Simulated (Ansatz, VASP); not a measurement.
## One calculation of Sb, two programs

```
Sb
1.0
     0.00000    2.41243    2.41243
     2.41243    0.00000    2.41243
     2.41243    2.41243    0.00000
Sb
1
Direct
  0.00000 0.00000 0.00000
```

Alike in both runs: functional RPBE; k mesh 11 × 11 × 11; occupations fermi-dirac, width 0.1 eV; no spin polarisation.

Ansatz relaxed the structure, and its values are those at the end. VASP's run is a single point on that final structure, the one shown.

```csv
,VASP,Ansatz
version,VASP 6.6.1,Ansatz 0.2.0
potentials or method,"VASP PAW PBE potentials, release 64 (Sb), cutoff 500 eV","plane waves (420 eV) with PAW, scalar-relativistic"
valence electrons in the cell,5,15
```

|  | VASP | Ansatz | Ansatz less VASP |
| --- | --- | --- | --- |
| pressure (GPa) | -0.2 | 0.0 | +0.20 |

VASP's potentials were made for PBE, not for RPBE. VASP's potentials hold 5 valence electrons a cell and Ansatz's 15, so a difference there can come from the potentials and not from the codes.

Neither program's run includes spin-orbit coupling.
